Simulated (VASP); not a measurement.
# BaSbPt (P-6m2) in VASP: electric field gradients with LDA

Aim: the electric field gradients of BaSbPt with LDA.

Everything below comes from runs of VASP 6.6.1. Logs are shortened: lines on timing, memory, paths and dates and some standing lists are left out, and cuts for length are marked.

## (1) The cell of the first run

It takes space group P-6m2 (No. 187, hexagonal). The conventional cell has a = 4.568 Å, b = 4.568 Å, c = 4.986 Å, α = 90.00°, β = 90.00°, γ = 120.00°. Ba (site symmetry -6m2) has 6 Sb at 3.63 Å and 6 Pt at 3.63 Å and 6 Ba at 4.57 Å within 4.8 Å. Sb (site symmetry -6m2) has 3 Pt at 2.64 Å within 3.5 Å. Within 3.5 Å of Pt (site symmetry -6m2) lie 3 Sb at 2.64 Å.

## (2) Electric field gradients, LDA

The input, INCAR:

```
PREC = Accurate ; ENCUT = 520
EDIFF = 1E-8 ; ISMEAR = -1
SIGMA = 0.05 ; LREAL = F
LASPH = T ; NELM = 60
ALGO = Normal ; ISIF = 2
LWAVE = F ; LCHARG = F
LEFG = T ; NBANDS = 20
```

The input, KPOINTS:

```
Automatic mesh
0
Gamma
  8 8 7
```

The input, POSCAR:

```
BaSbPt
1.0
    4.5679976171      0.0000000000      0.0000000000
   -2.2839988085      3.9560019808      0.0000000000
    0.0000000000      0.0000000000      4.9864066600
Ba Sb Pt
1 1 1
Direct
    0.0000000000      0.0000000000      0.0000000000
    0.6666666667      0.3333333333      0.5000000000
    0.3333333333      0.6666666667      0.5000000000
```

Potentials or basis: VASP PAW LDA potentials, release 64 (Ba_sv, Sb, Pt).

The run is started by

```console
$ cat potpaw_LDA.64/Ba_sv/POTCAR potpaw_LDA.64/Sb/POTCAR potpaw_LDA.64/Pt/POTCAR > POTCAR
$ mpirun -np 1 vasp_std > vasp.out
```

OUTCAR:

```text
PREC = Accurate
   ENCUT = 520
   EDIFF = 1E-8
   ISMEAR = -1
   LREAL = F
   LASPH = T
   NELM = 60
   ISIF = 2

 ion  position               nearest neighbor table
   1  0.000  0.000  0.000-   2 3.63   3 3.63   2 3.63   3 3.63   3 3.63   3 3.63   2 3.63   2 3.63
                             2 3.63   2 3.63   3 3.63   3 3.63
   2  0.667  0.333  0.500-   3 2.64   3 2.64   3 2.64   1 3.63   1 3.63   1 3.63   1 3.63   1 3.63
                             1 3.63
   3  0.333  0.667  0.500-   2 2.64   2 2.64   2 2.64   1 3.63   1 3.63   1 3.63   1 3.63   1 3.63
                             1 3.63

  LATTYP: Found a hexagonal cell.
 ALAT       =     4.5679976171
 C/A-ratio  =     1.0915957227

  Lattice vectors:

 A1 = (   4.5679976171,   0.0000000000,   0.0000000000)
 A2 = (  -2.2839988085,   3.9560019808,   0.0000000000)
 A3 = (   0.0000000000,   0.0000000000,   4.9864066600)

Analysis of symmetry for initial positions (statically):
=====================================================================
 Subroutine PRICEL returns:
 Original cell was already a primitive cell.

 Routine SETGRP: Setting up the symmetry group for a
 hexagonal supercell.

 Subroutine GETGRP returns: Found 12 space group operations
 (whereof 12 operations were pure point group operations)
 out of a pool of 24 trial point group operations.

The static configuration has the point symmetry D_3h.

Analysis of symmetry for dynamics (positions and initial velocities):
=====================================================================
 Subroutine PRICEL returns:
 Original cell was already a primitive cell.

 Routine SETGRP: Setting up the symmetry group for a
 hexagonal supercell.

 Subroutine GETGRP returns: Found 12 space group operations
 (whereof 12 operations were pure point group operations)
 out of a pool of 24 trial point group operations.

The dynamic configuration has the point symmetry D_3h.

 Subroutine INISYM returns: Found 12 space group operations
 (whereof 12 operations are pure point group operations),
 and found     1 'primitive' translations

----------------------------------------------------------------------------------------

                                     Primitive cell

  volume of cell :      90.1094

  direct lattice vectors                    reciprocal lattice vectors
     4.567997617  0.000000000  0.000000000     0.218914300  0.126390230  0.000000000
    -2.283998808  3.956001981  0.000000000     0.000000000  0.252780460  0.000000000
     0.000000000  0.000000000  4.986406660     0.000000000  0.000000000  0.200545216

  length of vectors
     4.567997617  4.567997617  4.986406660     0.252780460  0.252780460  0.200545216

  position of ions in fractional coordinates (direct lattice)
     0.000000000  0.000000000  0.000000000
     0.666666667  0.333333333  0.500000000
     0.333333333  0.666666667  0.500000000

  ion indices of the primitive-cell ions
   primitive index   ion index
                 1           1
                 2           2
                 3           3

----------------------------------------------------------------------------------------

 KPOINTS: Automatic mesh

Automatic generation of k-mesh.
 Grid dimensions read from file:
 generate k-points for:    8    8    7

 Generating k-lattice:

  Cartesian coordinates                     Fractional coordinates (reciprocal lattice)
     0.027364287  0.015798779  0.000000000     0.125000000  0.000000000  0.000000000
     0.000000000  0.031597557  0.000000000     0.000000000  0.125000000  0.000000000
     0.000000000  0.000000000  0.028649317     0.000000000  0.000000000  0.142857143

  Length of vectors
     0.031597557  0.031597557  0.028649317

  Shift w.r.t. Gamma in fractional coordinates (k-lattice)
     0.000000000  0.000000000  0.000000000

 Subroutine IBZKPT returns following result:
 ===========================================

 Found     40 irreducible k-points:

 Following reciprocal coordinates:
            Coordinates               Weight
  0.000000  0.000000  0.000000      1.000000
  0.125000  0.000000  0.000000      6.000000
  0.250000  0.000000  0.000000      6.000000
  0.375000  0.000000  0.000000      6.000000
  0.500000  0.000000  0.000000      3.000000
  0.125000  0.125000  0.000000      6.000000
[... 16 lines left out ...]
  0.250000  0.000000  0.285714     12.000000
  0.375000  0.000000  0.285714     12.000000
 [... further k-points ...]
   k-points           NKPTS =     40   k-points in BZ     NKDIM =     40   number of bands    NBANDS=     20
   number of dos      NEDOS =    301   number of ions     NIONS =      3
   total plane-waves  NPLWV =  51840
   dimension x,y,z NGX =    36 NGY =   36 NGZ =   40
   dimension x,y,z NGXF=    72 NGYF=   72 NGZF=   80
   ions per type =               1   1   1
   NGX,Y,Z   is equivalent  to a cutoff of  13.10, 13.10, 13.34 a.u.
   NGXF,Y,Z  is equivalent  to a cutoff of  26.20, 26.20, 26.67 a.u.
 SYSTEM =  unknown system
   PREC   = accura    normal or accurate (medium, high low for compatibility)
   ISTART =      0    job   : 0-new  1-cont  2-samecut
   ICHARG =      2    charge: 1-file 2-atom 10-const
   ISPIN  =      1    spin polarized calculation?
   LNONCOLLINEAR =      F non collinear calculations
   LSORBIT =      F    spin-orbit coupling
   LASPH  =      T    aspherical Exc in radial PAW
   ENCUT  =  520.0 eV  38.22 Ry    6.18 a.u.   8.49  8.49  9.27*2*pi/ulx,y,z
   NELM   =     60;   NELMIN=  2; NELMDL= -5     # of ELM steps
   EDIFF  = 0.1E-07   stopping-criterion for ELM
   LREAL  =      F    real-space projection
   EDIFFG = 0.1E-06   stopping-criterion for IOM
   NSW    =      0    number of steps for IOM
   IBRION =     -1    ionic relax: 0-MD 1-quasi-New 2-CG
   NFREE  =      0    steps in history (QN), initial steepest desc. (CG)
   ISIF   =      2    stress and relaxation
   ISYM   =      2    0-nonsym 1-usesym 2-fastsym
   POTIM  = 0.5000    time-step for ionic-motion
   TEBEG  =    0.0;   TEEND  =   0.0 temperature during run
   PSTRESS=    0.0 pullay stress
   NELECT =      25.0000    total number of electrons
   NUPDOWN=      -1.0000    fix difference up-down
   EMIN   =  10.00;   EMAX   =-10.00  energy-range for DOS
   EFERMI =   0.00;   METHOD = LEGACY
   ISMEAR =    -1;   SIGMA  =   0.05  broadening in eV -4-tet -1-fermi 0-gaus
   EFERMI_NEDOS =   21; number of points for ismear=-14 and -15
   IALGO  =     38    algorithm
   IMIX   =      4    mixing-type and parameters
     AMIX     =   0.40;   BMIX     =  1.00
     AMIX_MAG =   1.60;   BMIX_MAG =  1.00
  volume/ion in A,a.u.               =      30.04       202.70
  Fermi-wavevector in a.u.,A,eV,Ry     =   1.067738  2.017733 15.511526  1.140065
  Thomas-Fermi vector in A             =   2.203364
   LORBIT       =      0    0 simple, 1 ext, 2 COOP (PROOUT), +10 PAW based schemes
   GGA     = CA    functional components
   LHFCALC =     F    Hartree Fock is set to
   AEXX    =    0.0000 exact exchange contribution
   IVDW    =     0    specifies the selected vdW correction
   LEPSILON=     F    determine dielectric tensor
   LRPA    =     F    only Hartree local field effects (RPA)
 non-spin polarized calculation
  energy-cutoff  :      520.00
  volume of cell :       90.11
 maximum number of plane-waves:      2461
 NGX is ok and might be reduce to    36
   NGX = 17   NGY = 17   NGZ = 19

 number of electron      25.0000000 magnetization

 Free energy of the ion-electron system (eV)
  ---------------------------------------------------
  ext. energy  EPLUGINS =         0.00000000
  ---------------------------------------------------
  free energy    TOTEN  =       -17.30544204 eV

  energy without entropy =      -17.28952565  energy(sigma->0) =      -17.29748384

 E-fermi :   4.8354     XC(G=0):  -9.9173

 val. band max:        4.8253620285   @ k =   0.3750   0.1250   0.0000
 cond. band min:       4.8941918080   @ k =   0.1250   0.0000   0.1429
 fundamental gap:      0.0688297794
 Fermi energy:         4.8353799949

 k-point     1 :       0.0000    0.0000    0.0000
  band No.  band energies     occupation
      1     -22.6564      2.00000
      2      -7.9004      2.00000
      3      -7.8006      2.00000
      4      -7.8006      2.00000
      5      -5.2101      2.00000
      6       0.7410      2.00000
[... 12 lines left out ...]
     19       9.7579      0.00000
     20      10.1423      0.00000

 k-point     2 :       0.1250    0.0000    0.0000
  band No.  band energies     occupation
      1     -22.6528      2.00000
      2      -7.8910      2.00000
      3      -7.8781      2.00000
      4      -7.8127      2.00000
      5      -5.0567      2.00000
      6       0.6094      2.00000
[... 12 lines left out ...]
     19       9.3297      0.00000
     20      10.2598      0.00000

 k-point     3 :       0.2500    0.0000    0.0000
  band No.  band energies     occupation
      1     -22.6442      2.00000
      2      -8.0451      2.00000
      3      -7.8680      2.00000
      4      -7.8415      2.00000
      5      -4.6815      2.00000
      6       0.3309      2.00000
[... 12 lines left out ...]
     19       9.3957      0.00000
     20      10.9566      0.00000

 k-point     4 :       0.3750    0.0000    0.0000
  band No.  band energies     occupation
      1     -22.6356      2.00000
      2      -8.1918      2.00000
      3      -7.8698      2.00000
      4      -7.8445      2.00000
      5      -4.2807      2.00000
      6       0.1075      2.00000
[... 12 lines left out ...]
     19       9.5826      0.00000
     20      11.7279      0.00000

 k-point     5 :       0.5000    0.0000    0.0000
  band No.  band energies     occupation
      1     -22.6321      2.00000
      2      -8.2481      2.00000
      3      -7.8815      2.00000
      4      -7.8346      2.00000
      5      -4.1010      2.00000
      6       0.0350      2.00000
[... 12 lines left out ...]
     19      10.2620      0.00000
     20      10.6285      0.00000
[... 353 lines left out ...]
      6       0.6847      2.00000
[... 12 lines left out ...]
     19       8.9793      0.00000
     20      10.4171      0.00000

 k-point    22 :       0.1250    0.0000    0.2857
  band No.  band energies     occupation
      1     -22.6495      2.00000
      2      -8.1240      2.00000
      3      -7.8497      2.00000
      4      -7.8041      2.00000
      5      -4.6787      2.00000
      6       0.6224      2.00000
[... 12 lines left out ...]
     19       9.5477      0.00000
     20      10.7745      0.00000

 k-point    23 :       0.2500    0.0000    0.2857
  band No.  band energies     occupation
      1     -22.6413      2.00000
      2      -8.0688      2.00000
      3      -7.9670      2.00000
      4      -7.8330      2.00000
      5      -4.5071      2.00000
      6       0.4819      2.00000
[... 12 lines left out ...]
     19      10.2362      0.00000
     20      10.8403      0.00000

 k-point    24 :       0.3750    0.0000    0.2857
  band No.  band energies     occupation
      1     -22.6330      2.00000
      2      -8.1341      2.00000
      3      -7.9556      2.00000
      4      -7.8615      2.00000
      5      -4.3138      2.00000
      6       0.3323      2.00000
[... 12 lines left out ...]
     19      10.5334      0.00000
     20      11.4707      0.00000

 [... further k-points ...]

------------------------ aborting loop because EDIFF is reached ----------------------------------------

  FORCE on cell =-STRESS in cart. coord.  units (eV):
  Direction    XX          YY          ZZ          XY          YZ          ZX
  --------------------------------------------------------------------------------------
  -------------------------------------------------------------------------------------
  Total       -2.1465429     -2.1465429     -1.7757882     -0.0000000     -0.0000000     -0.0000000
  in kB      -38.1663020    -38.1663020    -31.5741518     -0.0000000     -0.0000000     -0.0000000
  external PRESSURE =     -35.9689186 kB  Pullay stress =       0.0000000 kB

 VOLUME and BASIS-vectors are now :
 -----------------------------------------------------------------------------
  energy-cutoff  :      520.00
  volume of cell :       90.11
      direct lattice vectors                 reciprocal lattice vectors
     4.567997617  0.000000000  0.000000000     0.218914300  0.126390230  0.000000000
    -2.283998808  3.956001981  0.000000000     0.000000000  0.252780460  0.000000000
     0.000000000  0.000000000  4.986406660     0.000000000  0.000000000  0.200545216

 POSITION                                       TOTAL-FORCE (eV/Angst)
 -----------------------------------------------------------------------------------
      0.00000      0.00000      0.00000         0.000000     -0.000000      0.000000
      2.28400      1.31867      2.49320         0.000000     -0.000000      0.000000
     -0.00000      2.63733      2.49320        -0.000000      0.000000      0.000000
 -----------------------------------------------------------------------------------
    total drift:                               -0.000000      0.000000     -0.000000

  FREE ENERGIE OF THE ION-ELECTRON SYSTEM (eV)
  ---------------------------------------------------
  free  energy   TOTEN  =       -17.3054420405 eV

  energy  without entropy=      -17.2895256495  energy(sigma->0) =      -17.29748384

 Electric field gradients (V/A^2)
---------------------------------------------------------------------
 ion       V_xx      V_yy      V_zz      V_xy      V_xz      V_yz
---------------------------------------------------------------------
   1      32.749    32.749   -65.497    -0.000    -0.000     0.000
   2      47.524    47.524   -95.048     0.000     0.000     0.000
   3    -149.440  -149.440   298.879     0.000     0.000    -0.000
---------------------------------------------------------------------

 Electric field gradients after diagonalization (V/A^2)
 (convention: |V_zz| > |V_xx| > |V_yy|)
----------------------------------------------------------------------
 ion       V_xx      V_yy      V_zz     asymmetry (V_yy - V_xx)/ V_zz
----------------------------------------------------------------------
   1      32.749    32.748   -65.497       0.000
   2      47.524    47.524   -95.048       0.000
   3    -149.440  -149.440   298.879       0.000
----------------------------------------------------------------------

           NMR quadrupolar parameters

 Cq : quadrupolar parameter    Cq=e*Q*V_zz/h
 eta: asymmetry parameters     (V_yy - V_xx)/ V_zz
 Q  : nuclear electric quadrupole moment in mb (millibarn)
----------------------------------------------------------------------
 ion       Cq(MHz)       eta       Q (mb)
----------------------------------------------------------------------
   1      -0.158       0.000       1.000
   2      -0.230       0.000       1.000
   3       0.723       0.000       1.000
----------------------------------------------------------------------
```

Run time: 58 s. Hardware: 1 thread of Intel Xeon Platinum 8259CL at 2.50GHz (Skylake/Cascade Lake), shared host; peak memory 0.24 GiB.

What came out:

```yaml
Free_energy: -17.3054 eV
Pressure: -3.6 GPa
```

Stress tensor (GPa, compression positive):
```
-3.82  0.00  0.00
 0.00 -3.82  0.00
 0.00  0.00 -3.16
```

Levels at points of the mesh, in eV from the Fermi level:
| k point | band 9 | band 10 | band 11 | band 12 | band 13 | band 14 | band 15 | band 16 | band 17 | band 18 |
| --- | --- | --- | --- | --- | --- | --- | --- | --- | --- | --- |
| (0.00, 0.00, 0.00) | -2.31 | -2.31 | -0.83 | 0.95 | 1.14 | 1.14 | 1.88 | 4.19 | 4.19 | 4.92 |
| (0.50, 0.00, 0.00) | -2.54 | -2.44 | -2.36 | -0.32 | -0.08 | 1.42 | 3.39 | 3.86 | 4.32 | 5.14 |

Electric field gradients, principal values (V/Å²):
```
atom     least    middle  greatest (by size)
1 Ba    32.748    32.749             -65.497
2 Sb    47.524    47.524             -95.048
3 Pt  -149.440  -149.440             298.879
```

Caveat: without QUAD_EFG the Cq values of the log hold for a quadrupole moment of 1 mb, not for the nuclei; spin-orbit coupling is left out, which moves the levels of the heavy elements.
